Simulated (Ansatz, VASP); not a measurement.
**One calculation of W, two programs**

Contents of INCAR:

```
SYSTEM = W
PREC = Accurate
ENCUT = 520
EDIFF = 1E-6
ISMEAR = 0
SIGMA = 0.15
LREAL = .FALSE.
LASPH = .TRUE.
NELM = 60
ALGO = Fast
ISIF = 2
LWAVE = .FALSE.
LCHARG = .FALSE.
GGA = PS
NBANDS = 66
```

Contents of KPOINTS:

```
Automatic mesh
0
G
  10 10 10
  0 0 0
```

Contents of POSCAR:

```
W
1.0
    0.0000000000      4.0600000000      4.0600000000
    4.0600000000      0.0000000000      4.0600000000
    4.0600000000      4.0600000000      0.0000000000
W
8
Direct
   -0.0028440900     -0.0028440900     -0.0028440900
    0.0000000000      0.0000000000      0.5000000000
    0.0000000000      0.5000000000      0.0000000000
    0.0000000000      0.5000000000      0.5000000000
    0.5000000000      0.0000000000      0.0000000000
    0.5000000000      0.0000000000      0.5000000000
    0.5000000000      0.5000000000      0.0000000000
    0.5000000000      0.5000000000      0.5000000000
```

Input for Ansatz:

```yaml
crystal:
  lattice:
    - [0.0, 4.06, 4.06]
    - [4.06, 0.0, 4.06]
    - [4.06, 4.06, 0.0]
  atoms:
    - { symbol: W, position: [-0.00284409, -0.00284409, -0.00284409] }
    - { symbol: W, position: [0.0, 0.0, 0.5] }
    - { symbol: W, position: [0.0, 0.5, 0.0] }
    - { symbol: W, position: [0.0, 0.5, 0.5] }
    - { symbol: W, position: [0.5, 0.0, 0.0] }
    - { symbol: W, position: [0.5, 0.0, 0.5] }
    - { symbol: W, position: [0.5, 0.5, 0.0] }
    - { symbol: W, position: [0.5, 0.5, 0.5] }
basis:
  ecutwfc: 420
kpoints:
  mp_grid: { grid: [10, 10, 10] }
hamiltonian:
  xc: pbesol
scf:
  occupations: { method: gaussian, width: 0.15 }
output:
  forces: true
  stress: true
  eigenvalues: true
```

Alike in both runs: task single point; functional PBEsol; k mesh 10 × 10 × 10; occupations gaussian, width 0.15 eV; no spin polarisation.

|  | VASP | Ansatz |
| --- | --- | --- |
| version | VASP 6.6.1 | Ansatz 0.2.0 |
| potentials or method | VASP PAW PBE potentials, release 64 (W_sv), cutoff 520 eV | scalar-relativistic, plane waves, PAW |
| valence electrons in the cell | 112 | 112 |

Ansatz gave:

```
gap on the k mesh at the Fermi level (eV) : none
pressure (GPa)                            : -12.6
rms of the force components (eV/Å)        : 0.127
```

Task: Which values does VASP return?

Result: gap on the k mesh at the Fermi level (eV): none; pressure (GPa): -12.1; rms of the force components (eV/Å): 0.129.

VASP's potentials were made for PBE, not for PBEsol. Atom by atom the forces differ by 0.001 eV/Å (rms over components). A gap of «none» marks a metal or a gap that the smearing closes.

Neither program's run includes spin-orbit coupling.
